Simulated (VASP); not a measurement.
# Cl (Cmce) in VASP: a series of runs, part 2 of 2

VASP 6.6.1. Earlier steps stand in the parts before.

### Step 3. Relaxation of shape and atoms at fixed volume, PBEsol (27.57 Å³/atom)

This run uses another cell than the first one, of 27.57 Å³/atom.

File INCAR:

```
PREC = Accurate ; ENCUT = 600
EDIFF = 1E-7 ; ISMEAR = 0
SIGMA = 0.02 ; LREAL = False
LASPH = True ; NELM = 100
ALGO = Normal ; ISIF = 4
LWAVE = False ; LCHARG = False
GGA = PS ; IBRION = 2
NSW = 50 ; EDIFFG = -0.01
```

File KPOINTS:

```
Automatic mesh
0
Gamma
  8 8 4
```

File POSCAR:

```
Cl
1.0
    3.4821383473     -1.9599255559      0.0000000000
    3.4821383473      1.9599255559      0.0000000000
    0.0000000000      0.0000000000      8.0793584548
Cl
4
Direct
    0.8732862456      0.1267137544      0.1112271541
    0.6267137544      0.3732862456      0.6112271541
    0.1267137544      0.8732862456      0.8887728459
    0.3732862456      0.6267137544      0.3887728459
```

Potentials or basis: VASP PAW PBE potentials, release 64 (Cl).

Command:

```
cat potpaw_PBE.64/Cl/POTCAR > POTCAR
mpirun -np 1 vasp_std > vasp.out
```

OUTCAR:

```text
PREC = Accurate
   ENCUT = 600
   EDIFF = 1E-7
   ISMEAR = 0
   LREAL = False
   LASPH = True
   NELM = 100
   ISIF = 4
   GGA = PS
   IBRION = 2
   NSW = 50
   EDIFFG = -0.01

 ion  position               nearest neighbor table
   1  0.873  0.127  0.111-   3 2.05
   2  0.627  0.373  0.611-   4 2.05
   3  0.127  0.873  0.889-   1 2.05
   4  0.373  0.627  0.389-   2 2.05

  LATTYP: Found a base centered orthorhombic cell.
 ALAT       =     3.9198511118
 B/A-ratio  =     1.7766686785
 C/A-ratio  =     2.0611391158

  Lattice vectors:

 A1 = (  -3.4821383473,  -1.9599255559,   0.0000000000)
 A2 = (   3.4821383473,  -1.9599255559,   0.0000000000)
 A3 = (   0.0000000000,   0.0000000000,   8.0793584548)

Analysis of symmetry for initial positions (statically):
=====================================================================
 Subroutine PRICEL returns:
 Original cell was already a primitive cell.

 Routine SETGRP: Setting up the symmetry group for a
 base centered orthorhombic supercell.

 Subroutine GETGRP returns: Found  8 space group operations
 (whereof  4 operations were pure point group operations)
 out of a pool of  8 trial point group operations.
[... 177 lines left out ...]
  -------------------------------------------------------------------------------------
  Total       -0.0209097     -0.6232471     -1.6811948      0.0000000      0.0000000      0.0000000
  in kB       -0.3037852     -9.0547904    -24.4250890      0.0000000      0.0000000      0.0000000
  external PRESSURE =     -11.2612215 kB  Pullay stress =       0.0000000 kB
[... 63 lines left out ...]
--------------------------------------- Ionic step        3  -------------------------------------------

 number of electron      28.0000000 magnetization

 Free energy of the ion-electron system (eV)
  ---------------------------------------------------
  ext. energy  EPLUGINS =         0.00000000
  ---------------------------------------------------
  free energy    TOTEN  =        -8.06181837 eV

  energy without entropy =       -8.06181837  energy(sigma->0) =       -8.06181837

 E-fermi :   0.0227     XC(G=0):  -8.1154

 val. band max:       -0.0742786025   @ k =   0.0000   0.0000   0.0000
 cond. band min:       2.0888423164   @ k =   0.0000   0.0000   0.0000
 fundamental gap:      2.1631209189
 Fermi energy:         0.0227019110

 k-point     1 :       0.0000    0.0000    0.0000
  band No.  band energies     occupation
      1     -16.9945      2.00000
      2     -16.5782      2.00000
      3     -13.2546      2.00000
      4     -12.1112      2.00000
      5      -6.0303      2.00000
      6      -4.4291      2.00000
[... 481 lines left out ...]
      5      -5.8306      2.00000
      6      -5.0182      2.00000
[... 10 lines left out ...]
     17       7.3267      0.00000
     18       7.7674      0.00000

 [... further k-points ...]

------------------------ aborting loop because EDIFF is reached ----------------------------------------

  FORCE on cell =-STRESS in cart. coord.  units (eV):
  Direction    XX          YY          ZZ          XY          YZ          ZX
  --------------------------------------------------------------------------------------
  -------------------------------------------------------------------------------------
  Total       -0.0466259     -0.0678105     -0.0531207      0.0000000     -0.0000000      0.0000000
  in kB       -0.6773999     -0.9851789     -0.7717587      0.0000000     -0.0000000      0.0000000
  external PRESSURE =      -0.8114458 kB  Pullay stress =       0.0000000 kB
[... 19 lines left out ...]
  FREE ENERGIE OF THE ION-ELECTRON SYSTEM (eV)
  ---------------------------------------------------
  free  energy   TOTEN  =        -8.0618183750 eV

  energy  without entropy=       -8.0618183750  energy(sigma->0) =       -8.06181837

 reached required accuracy - stopping structural energy minimisation
```

OSZICAR:

```text
N       E                     dE             d eps       ncg     rms          rms(c)
DAV:   1     0.205520132476E+03    0.20552E+03   -0.13419E+04  2268   0.149E+03
[... 29 lines left out ...]
DAV:   3    -0.806225095565E+01    0.14827E-02   -0.15792E-03  2784   0.288E-01    0.193E-01
DAV:   4    -0.806181892958E+01    0.43203E-03   -0.14577E-03  2430   0.248E-01    0.432E-02
DAV:   5    -0.806181735563E+01    0.15740E-05   -0.21761E-04  2334   0.101E-01    0.626E-02
DAV:   6    -0.806181702034E+01    0.33529E-06   -0.12396E-05  2464   0.270E-02    0.297E-02
DAV:   7    -0.806181812096E+01   -0.11006E-05   -0.39677E-06  2680   0.135E-02    0.498E-03
DAV:   8    -0.806181834192E+01   -0.22096E-06   -0.69478E-07  2420   0.605E-03    0.221E-03
DAV:   9    -0.806181837495E+01   -0.33033E-07   -0.56534E-08  1330   0.183E-03
   3 F= -.80618184E+01 E0= -.80618184E+01  d E =-.153090E-01
```

It took 2.2 min on 1 thread of AMD EPYC 9R45 (Zen 5), shared host; peak memory 0.28 GiB.

What came out:

```
Free energy                  : -8.0618 eV
Energy gained by relaxing    : 3.8 meV/atom
Ionic steps                  : 3
Pressure after relaxing      : -0.1 GPa
Largest force after relaxing : 0.007 eV/Å
Band gap on the k mesh       : 2.16 eV
```

Forces in eV/Å, atoms in the order of the input:
```
Cl   0.000 -0.007  0.002
Cl   0.000  0.007  0.002
Cl   0.000  0.007 -0.002
Cl   0.000 -0.007 -0.002
```

Step by step:
| step | energy change (eV) | largest force (eV/Å) | pressure (GPa) | volume (Å³) |
| --- | --- | --- | --- | --- |
| 1 | 0.0000 | 0.4182 | -1.13 | 110.28 |
| 2 | -0.0070 | 0.3452 | 0.73 | 110.28 |
| 3 | -0.0153 | 0.0072 | -0.08 | 110.28 |

Final structure:
```cif
data_structure
_symmetry_space_group_name_H-M 'P 1'
_symmetry_Int_Tables_number 1
_cell_length_a 4.0131
_cell_length_b 4.0131
_cell_length_c 8.0276
_cell_angle_alpha 90.000
_cell_angle_beta 90.000
_cell_angle_gamma 58.538
_cell_volume 110.28
loop_
_atom_site_label
_atom_site_type_symbol
_atom_site_fract_x
_atom_site_fract_y
_atom_site_fract_z
_atom_site_occupancy
Cl1 Cl 0.87485 0.12515 0.10998 1
Cl2 Cl 0.62515 0.37485 0.60998 1
Cl3 Cl 0.12515 0.87485 0.89002 1
Cl4 Cl 0.37485 0.62515 0.39002 1
```

Caveat: this functional lacks dispersion, which holds the molecules together, so the pressure and a relaxed volume are unreliable; the PAW data sets were made with another functional, which shifts forces and pressure a little.

### Step 4. Relaxation of shape and atoms at fixed volume, PBEsol (28.37 Å³/atom)

This run uses another cell than the first one, of 28.37 Å³/atom.

File INCAR:

```
SYSTEM = Cl
PREC = Accurate ; ENCUT = 600
EDIFF = 1E-6 ; ISMEAR = 0
SIGMA = 0.02 ; LREAL = .False.
LASPH = .True. ; NELM = 60
ALGO = Normal ; ISIF = 4
LWAVE = .False. ; LCHARG = .False.
GGA = PS ; IBRION = 2
NSW = 50 ; EDIFFG = -0.01
```

File KPOINTS:

```
regular mesh
0
Gamma
  8 8 4
  0 0 0
```

File POSCAR:

```
Cl
1.0
    3.5559563957     -1.9717823589      0.0000000000
    3.5559563957      1.9717823589      0.0000000000
    0.0000000000      0.0000000000      8.0931149969
Cl
4
Direct
    0.8744932328      0.1255067672      0.1109901887
    0.6255067672      0.3744932328      0.6109901887
    0.1255067672      0.8744932328      0.8890098113
    0.3744932328      0.6255067672      0.3890098113
```

Potentials or basis: VASP PAW PBE potentials, release 64 (Cl).

Command:

```
cat potpaw_PBE.64/Cl/POTCAR > POTCAR
mpirun -np 1 vasp_std > vasp.out
```

OUTCAR:

```text
SYSTEM = Cl
   PREC = Accurate
   ENCUT = 600
   EDIFF = 1E-6
   ISMEAR = 0
   LREAL = .False.
   LASPH = .True.
   NELM = 60
   ISIF = 4
   GGA = PS
   IBRION = 2
   NSW = 50
   EDIFFG = -0.01

 ion  position               nearest neighbor table
   1  0.874  0.126  0.111-   3 2.05
   2  0.626  0.374  0.611-   4 2.05
   3  0.126  0.874  0.889-   1 2.05
   4  0.374  0.626  0.389-   2 2.05

  LATTYP: Found a base centered orthorhombic cell.
 ALAT       =     3.9435647178
 B/A-ratio  =     1.8034223603
 C/A-ratio  =     2.0522333412

  Lattice vectors:

 A1 = (  -3.5559563957,  -1.9717823589,   0.0000000000)
 A2 = (   3.5559563957,  -1.9717823589,   0.0000000000)
 A3 = (   0.0000000000,   0.0000000000,   8.0931149969)

Analysis of symmetry for initial positions (statically):
[... 264 lines left out ...]
  energy without entropy =       -8.05990102  energy(sigma->0) =       -8.05990102

 E-fermi :  -0.2042     XC(G=0):  -7.9636

 val. band max:       -0.2878124013   @ k =   0.0000   0.0000   0.0000
 cond. band min:       1.8954935794   @ k =   0.0000   0.0000   0.0000
 fundamental gap:      2.1833059807
 Fermi energy:        -0.2042498031

 k-point     1 :       0.0000    0.0000    0.0000
  band No.  band energies     occupation
      1     -17.1726      2.00000
      2     -16.7729      2.00000
      3     -13.4166      2.00000
      4     -12.3157      2.00000
      5      -6.2005      2.00000
      6      -4.6494      2.00000
[... 481 lines left out ...]
      5      -6.0046      2.00000
      6      -5.2169      2.00000
[... 10 lines left out ...]
     17       7.0403      0.00000
     18       7.5208      0.00000

 [... further k-points ...]

------------------------ aborting loop because EDIFF is reached ----------------------------------------

  FORCE on cell =-STRESS in cart. coord.  units (eV):
  Direction    XX          YY          ZZ          XY          YZ          ZX
  --------------------------------------------------------------------------------------
  -------------------------------------------------------------------------------------
  Total       -0.0900517     -0.1460099     -0.1176948      0.0000000     -0.0000000      0.0000000
  in kB       -1.2712798     -2.0612555     -1.6615249      0.0000000     -0.0000000      0.0000000
  external PRESSURE =      -1.6646867 kB  Pullay stress =       0.0000000 kB
[... 19 lines left out ...]
  FREE ENERGIE OF THE ION-ELECTRON SYSTEM (eV)
  ---------------------------------------------------
  free  energy   TOTEN  =        -8.0599010188 eV

  energy  without entropy=       -8.0599010188  energy(sigma->0) =       -8.05990102

 reached required accuracy - stopping structural energy minimisation
```

CONTCAR:

```text
Cl
   1.00000000000000
     3.5744546200397713   -1.9736419887522336   -0.0000000000000000
     3.5744546200397713    1.9736419887522336    0.0000000000000000
     0.0000000000000000   -0.0000000000000000    8.0436460384964281
  Cl
     4
Direct
     0.8759757599407002    0.1240242400592999    0.1097939293513209
     0.6240242400592998    0.3759757599407001    0.6097939293513209
     0.1240242400592999    0.8759757599407002    0.8902060706486791
     0.3759757599407001    0.6240242400592998    0.3902060706486791

  0.00000000E+00  0.00000000E+00  0.00000000E+00
  0.00000000E+00  0.00000000E+00  0.00000000E+00
  0.00000000E+00  0.00000000E+00  0.00000000E+00
  0.00000000E+00  0.00000000E+00  0.00000000E+00
```

Wall time 1.8 min (1 thread of AMD EPYC 9R45 (Zen 5), shared host); peak memory 0.29 GiB.

What came out:

- Free energy: -8.0599 eV
- Energy gained by relaxing: 3.6 meV/atom
- Ionic steps: 3
- Pressure after relaxing: -0.2 GPa
- Largest force after relaxing: 0.006 eV/Å
- Band gap on the k mesh: 2.18 eV

Forces in eV/Å, atoms in the order of the input:
```
Cl   0.000 -0.005  0.004
Cl   0.000  0.005  0.004
Cl   0.000  0.005 -0.004
Cl   0.000 -0.005 -0.004
```

Step by step:
| step | energy change (eV) | largest force (eV/Å) | pressure (GPa) | volume (Å³) |
| --- | --- | --- | --- | --- |
| 1 | 0.0000 | 0.4051 | -1.16 | 113.49 |
| 2 | -0.0062 | 0.3450 | 0.61 | 113.49 |
| 3 | -0.0142 | 0.0063 | -0.17 | 113.49 |

Final structure:
```xyz
4
Lattice="3.5745 -1.9736 0.0000 3.5745 1.9736 0.0000 0.0000 0.0000 8.0436" Properties=species:S:1:pos:R:3 pbc="T T T"
Cl    3.5745   -1.4841    0.8831
Cl    3.5745   -0.4896    4.9050
Cl    3.5745    1.4841    7.1605
Cl    3.5745    0.4896    3.1387
```

Caveat: this functional lacks dispersion, which holds the molecules together, so the pressure and a relaxed volume are unreliable; the PAW data sets were made with another functional, which shifts forces and pressure a little. A k mesh can miss the band edges.

### Step 5. Summary

| task | cell | k mesh | cutoff (eV) | smearing | gap on the mesh (eV) | pressure (GPa) | relaxed volume (Å³/atom) | largest force (eV/Å) |
| --- | --- | --- | --- | --- | --- | --- | --- | --- |
| single point | a = 3.977, b = 3.977, c = 8.004 Å, angles 90.0, 90.0, 58.4°, 4 atoms, atomic positions A | 10 × 10 × 5 | 500 | gaussian 0.01 eV | 2.07 | -0.3 | - | 0.14 |
| relaxation of shape and atoms at fixed volume | relaxed from a = 3.996, b = 3.996, c = 8.079 Å, angles 90.0, 90.0, 58.7°, 4 atoms, atomic positions B | 8 × 8 × 4 | 600 | gaussian 0.02 eV | 2.16 | -0.1 | 27.57 | 0.01 |
| relaxation of shape and atoms at fixed volume | relaxed from a = 4.066, b = 4.066, c = 8.093 Å, angles 90.0, 90.0, 58.0°, 4 atoms, atomic positions C | 8 × 8 × 4 | 600 | gaussian 0.02 eV | 2.18 | -0.2 | 28.37 | 0.01 |

Alike in all rows: level PBEsol; potentials or basis VASP PAW PBE potentials, release 64 (Cl); no spin polarisation.

Caveats: this functional lacks dispersion, which holds the molecules together, so the pressure and a relaxed volume are unreliable; the PAW data sets were made with another functional, which shifts forces and pressure a little.

Absolute energies hang on the potentials; compare differences alone.
